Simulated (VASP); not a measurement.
# FeO (Wuestite) (I4/mmm) in VASP: a series of runs

The runs below take FeO (Wuestite) through single point, with PBEsol.

All numbers are computed with VASP 6.6.1; they aren't measurements. Logs are shortened: lines on timing, memory, paths and dates and some standing lists are left out, and cuts for length are marked.

## Step 1: The cell of the first run

It takes space group I4/mmm (No. 139, tetragonal). Conventional cell: a = 2.926 Å, b = 2.926 Å, c = 4.311 Å, α = 90.00°, β = 90.00°, γ = 90.00°. Within 2.7 Å of Fe (site symmetry 4/mmm) lie 6 O at 2.07 to 2.16 Å. O (site symmetry 4/mmm) has 6 Fe at 2.07 to 2.16 Å within 2.7 Å.

## Step 2: Single point, PBEsol, collinear spin, ferromagnetic start

INCAR

```
SYSTEM = FeO
ALGO = Normal ; EDIFF = 1E-6
ENCUT = 520 ; GGA = PS
ISIF = 2 ; ISMEAR = -1
ISPIN = 2 ; LASPH = .TRUE.
LCHARG = .FALSE. ; LMAXMIX = 4
LORBIT = 11 ; LREAL = .FALSE.
LWAVE = .FALSE. ; MAGMOM = 3 0
NBANDS = 18 ; NELM = 150
PREC = Accurate ; SIGMA = 0.05
```

KPOINTS

```
k-points
0
G
  9 9 9
  0 0 0
```

POSCAR

```
FeO
1.0
    0.0000000000      2.0691840000      2.1554000000
    2.0691840000      0.0000000000      2.1554000000
    2.0691840000      2.0691840000      0.0000000000
Fe O
1 1
Direct
    0.0000000000      0.0000000000      0.0000000000
    0.5000000000      0.5000000000      0.5000000000
```

Potentials or basis: VASP PAW PBE potentials, release 64 (Fe, O).

Launch:

```sh
$ cat potpaw_PBE.64/Fe/POTCAR potpaw_PBE.64/O/POTCAR > POTCAR
$ mpirun -np 1 vasp_std > vasp.out
```

OUTCAR:

```text
SYSTEM = FeO
   EDIFF = 1E-6
   ENCUT = 520
   GGA = PS
   ISIF = 2
   ISMEAR = -1
   ISPIN = 2
   LASPH = .TRUE.
   LORBIT = 11
   LREAL = .FALSE.
   NELM = 150
   PREC = Accurate

 ion  position               nearest neighbor table
   1  0.000  0.000  0.000-   2 2.07   2 2.07   2 2.07   2 2.07   2 2.16   2 2.16
   2  0.500  0.500  0.500-   1 2.07   1 2.07   1 2.07   1 2.07   1 2.16   1 2.16

  LATTYP: Found a body centered tetragonal cell.
 ALAT       =     2.9262680758
 C/A-ratio  =     1.4731391275

  Lattice vectors:

 A1 = (  -2.0691840000,   0.0000000000,   2.1554000000)
 A2 = (   2.0691840000,   0.0000000000,   2.1554000000)
 A3 = (   0.0000000000,   2.0691840000,  -2.1554000000)

Analysis of symmetry for initial positions (statically):
=====================================================================
 Subroutine PRICEL returns:
 Original cell was already a primitive cell.

 Routine SETGRP: Setting up the symmetry group for a
 body centered tetragonal supercell.

 Subroutine GETGRP returns: Found 16 space group operations
 (whereof 16 operations were pure point group operations)
 out of a pool of 16 trial point group operations.

The static configuration has the point symmetry D_4h.

Analysis of symmetry for dynamics (positions and initial velocities):
=====================================================================
 Subroutine PRICEL returns:
 Original cell was already a primitive cell.

 Routine SETGRP: Setting up the symmetry group for a
 body centered tetragonal supercell.

 Subroutine GETGRP returns: Found 16 space group operations
 (whereof 16 operations were pure point group operations)
 out of a pool of 16 trial point group operations.

The dynamic configuration has the point symmetry D_4h.

Analysis of structural, dynamic, and magnetic symmetry:
=====================================================================
 Subroutine PRICEL returns:
 Original cell was already a primitive cell.

 Routine SETGRP: Setting up the symmetry group for a
 body centered tetragonal supercell.

 Subroutine GETGRP returns: Found 16 space group operations
 (whereof 16 operations were pure point group operations)
 out of a pool of 16 trial point group operations.

The overall configuration has the point symmetry D_4h.

 Subroutine INISYM returns: Found 16 space group operations
 (whereof 16 operations are pure point group operations),
 and found     1 'primitive' translations

----------------------------------------------------------------------------------------

                                     Primitive cell

  volume of cell :      18.4568

  direct lattice vectors                    reciprocal lattice vectors
     0.000000000  2.069184000  2.155400000    -0.241641149  0.241641149  0.231975503
     2.069184000  0.000000000  2.155400000     0.241641149 -0.241641149  0.231975503
     2.069184000  2.069184000  0.000000000     0.241641149  0.241641149 -0.231975503

  length of vectors
     2.987854010  2.987854010  2.926268076     0.413029689  0.413029689  0.413029689

  position of ions in fractional coordinates (direct lattice)
     0.000000000  0.000000000  0.000000000
     0.500000000  0.500000000  0.500000000

  ion indices of the primitive-cell ions
   primitive index   ion index
                 1           1
                 2           2

----------------------------------------------------------------------------------------

 KPOINTS: k-points

Automatic generation of k-mesh.
 Grid dimensions read from file:
 generate k-points for:    9    9    9

 Generating k-lattice:

  Cartesian coordinates                     Fractional coordinates (reciprocal lattice)
    -0.026849017  0.026849017  0.025775056     0.111111111  0.000000000  0.000000000
     0.026849017 -0.026849017  0.025775056     0.000000000  0.111111111  0.000000000
     0.026849017  0.026849017 -0.025775056    -0.000000000 -0.000000000  0.111111111

  Length of vectors
     0.045892188  0.045892188  0.045892188

  Shift w.r.t. Gamma in fractional coordinates (k-lattice)
     0.000000000  0.000000000  0.000000000

 Subroutine IBZKPT returns following result:
 ===========================================

 Found     75 irreducible k-points:

 Following reciprocal coordinates:
            Coordinates               Weight
  0.000000  0.000000  0.000000      1.000000
  0.111111 -0.000000  0.000000      8.000000
  0.222222 -0.000000  0.000000      8.000000
  0.333333 -0.000000  0.000000      8.000000
  0.444444 -0.000000  0.000000      8.000000
  0.111111  0.111111  0.000000      2.000000
[... 16 lines left out ...]
 -0.333333  0.333333  0.000000      4.000000
  0.444444  0.444444  0.000000      2.000000
 [... further k-points ...]
   k-points           NKPTS =     75   k-points in BZ     NKDIM =     75   number of bands    NBANDS=     18
   number of dos      NEDOS =    301   number of ions     NIONS =      2
   total plane-waves  NPLWV =  13824
   dimension x,y,z NGX =    24 NGY =   24 NGZ =   24
   dimension x,y,z NGXF=    48 NGYF=   48 NGZF=   48
   ions per type =               1   1
   NGX,Y,Z   is equivalent  to a cutoff of  13.35, 13.35, 13.63 a.u.
   NGXF,Y,Z  is equivalent  to a cutoff of  26.71, 26.71, 27.27 a.u.
 SYSTEM =  FeO
   PREC   = accura    normal or accurate (medium, high low for compatibility)
   ISTART =      0    job   : 0-new  1-cont  2-samecut
   ICHARG =      2    charge: 1-file 2-atom 10-const
   ISPIN  =      2    spin polarized calculation?
   LNONCOLLINEAR =      F non collinear calculations
   LSORBIT =      F    spin-orbit coupling
   LASPH  =      T    aspherical Exc in radial PAW
   ENCUT  =  520.0 eV  38.22 Ry    6.18 a.u.   5.56  5.56  5.44*2*pi/ulx,y,z
   NELM   =    150;   NELMIN=  2; NELMDL= -5     # of ELM steps
   EDIFF  = 0.1E-05   stopping-criterion for ELM
   LREAL  =      F    real-space projection
   EDIFFG = 0.1E-04   stopping-criterion for IOM
   NSW    =      0    number of steps for IOM
   IBRION =     -1    ionic relax: 0-MD 1-quasi-New 2-CG
   NFREE  =      0    steps in history (QN), initial steepest desc. (CG)
   ISIF   =      2    stress and relaxation
   ISYM   =      2    0-nonsym 1-usesym 2-fastsym
   POTIM  = 0.5000    time-step for ionic-motion
   TEBEG  =    0.0;   TEEND  =   0.0 temperature during run
   PSTRESS=    0.0 pullay stress
   NELECT =      14.0000    total number of electrons
   NUPDOWN=      -1.0000    fix difference up-down
   EMIN   =  10.00;   EMAX   =-10.00  energy-range for DOS
   EFERMI =   0.00;   METHOD = LEGACY
   ISMEAR =    -1;   SIGMA  =   0.05  broadening in eV -4-tet -1-fermi 0-gaus
   EFERMI_NEDOS =   21; number of points for ismear=-14 and -15
   IALGO  =     38    algorithm
   IMIX   =      4    mixing-type and parameters
     AMIX     =   0.40;   BMIX     =  1.00
     AMIX_MAG =   1.60;   BMIX_MAG =  1.00
  volume/ion in A,a.u.               =       9.23        62.28
  Fermi-wavevector in a.u.,A,eV,Ry     =   1.493019  2.821398 30.328845  2.229107
  Thomas-Fermi vector in A             =   2.605473
   LORBIT       =     11    0 simple, 1 ext, 2 COOP (PROOUT), +10 PAW based schemes
   GGA     = PS    functional components
   LHFCALC =     F    Hartree Fock is set to
   AEXX    =    0.0000 exact exchange contribution
   IVDW    =     0    specifies the selected vdW correction
   LEPSILON=     F    determine dielectric tensor
   LRPA    =     F    only Hartree local field effects (RPA)
 spin polarized calculation
  energy-cutoff  :      520.00
  volume of cell :       18.46
 maximum number of plane-waves:       533
 NGX is ok and might be reduce to    24
   NGX = 11   NGY = 11   NGZ = 11

 number of electron      14.0000004 magnetization       3.9147332

 Free energy of the ion-electron system (eV)
  ---------------------------------------------------
  ext. energy  EPLUGINS =         0.00000000
  ---------------------------------------------------
  free energy    TOTEN  =       -15.83767068 eV

  energy without entropy =      -15.82695053  energy(sigma->0) =      -15.83231061

 E-fermi :   6.9648     XC(G=0): -12.8704

 val. band max:        6.9639645268   @ k =  -0.4444   0.2222   0.1111
 cond. band min:       6.9795812895   @ k =   0.1111   0.0000   0.1111
 fundamental gap:      0.0156167627
 Fermi energy:         6.9648050445

 spin component 1

 k-point     1 :       0.0000    0.0000    0.0000
  band No.  band energies     occupation
      1     -14.4379      1.00000
      2       2.7953      1.00000
      3       2.7953      1.00000
      4       2.8747      1.00000
      5       2.9145      1.00000
      6       3.1196      1.00000
[... 10 lines left out ...]
     17      29.6330      0.00000
     18      30.8377      0.00000
[... 463 lines left out ...]
 k-point    24 :       0.4444    0.4444    0.0000
  band No.  band energies     occupation
      1     -13.1919      1.00000
      2      -1.1966      1.00000
      3       1.6527      1.00000
      4       1.6527      1.00000
      5       1.9444      1.00000
      6       3.7814      1.00000
[... 10 lines left out ...]
     17      37.9705      0.00000
     18      37.9705      0.00000

 [... further k-points ...]

 spin component 2

 k-point     1 :       0.0000    0.0000    0.0000
  band No.  band energies     occupation
      1     -13.8752      1.00000
      2       3.3762      1.00000
      3       3.3762      1.00000
      4       3.5142      1.00000
      5       5.9445      1.00000
      6       6.1789      1.00000
[... 10 lines left out ...]
     17      31.1793      0.00000
     18      32.0218      0.00000
[... 463 lines left out ...]
 k-point    24 :       0.4444    0.4444    0.0000
  band No.  band energies     occupation
      1     -12.5738      1.00000
      2      -0.6014      1.00000
      3       2.2468      1.00000
      4       2.2468      1.00000
      5       4.5334      1.00000
      6       7.6006      0.00000
[... 10 lines left out ...]
     17      38.1733      0.00000
     18      38.1733      0.00000

 [... further k-points ...]
[... 5 lines left out ...]
  --------------------------------------------------------------------------------------
  -------------------------------------------------------------------------------------
  Total        1.1535603      1.1535603      0.4794519      0.0000000      0.0000000     -0.0000000
  in kB      100.1370512    100.1370512     41.6197569      0.0000000      0.0000000     -0.0000000
  external PRESSURE =      80.6312864 kB  Pullay stress =       0.0000000 kB

 VOLUME and BASIS-vectors are now :
 -----------------------------------------------------------------------------
  energy-cutoff  :      520.00
  volume of cell :       18.46
      direct lattice vectors                 reciprocal lattice vectors
     0.000000000  2.069184000  2.155400000    -0.241641149  0.241641149  0.231975503
     2.069184000  0.000000000  2.155400000     0.241641149 -0.241641149  0.231975503
     2.069184000  2.069184000  0.000000000     0.241641149  0.241641149 -0.231975503

 POSITION                                       TOTAL-FORCE (eV/Angst)
 -----------------------------------------------------------------------------------
      0.00000      0.00000      0.00000        -0.000000      0.000000      0.000000
      2.06918      2.06918      2.15540         0.000000     -0.000000      0.000000
 -----------------------------------------------------------------------------------
    total drift:                                0.000000     -0.000000     -0.000000

  FREE ENERGIE OF THE ION-ELECTRON SYSTEM (eV)
  ---------------------------------------------------
  free  energy   TOTEN  =       -15.8376706831 eV

  energy  without entropy=      -15.8269505279  energy(sigma->0) =      -15.83231061

 total charge

# of ion       s       p       d       tot
------------------------------------------
    1        0.318   0.426   6.161   6.905
    2        1.553   3.456   0.000   5.009
--------------------------------------------------
tot          1.871   3.882   6.161  11.915

 magnetization (x)

# of ion       s       p       d       tot
------------------------------------------
    1        0.027   0.023   3.485   3.535
    2        0.033   0.267   0.000   0.300
--------------------------------------------------
tot          0.060   0.290   3.485   3.835
```

Wall time 36 s (1 thread of AMD EPYC 9R14 (Zen 4), shared host); peak memory 0.14 GiB.

What came out:

* Free energy: -15.8377 eV
* Pressure: 8.1 GPa
* Net moment: 3.91 μB per cell
* Site moments: Fe +3.54; O +0.30 μB
* Valence electrons inside the program's atomic spheres: Fe 6.91; O 5.01

Caveat: the PAW data sets were made with another functional, which shifts forces and pressure a little; a cell with one magnetic atom can't hold antiferromagnetic order, which such compounds often take; semilocal functionals often make such compounds metallic where correlation or magnetic order opens a gap, which also shifts bond lengths. With open d or f shells a metallic result of PBEsol can be an artefact of self-interaction; +U or a hybrid may open a gap.

[end of part 1 of 2]
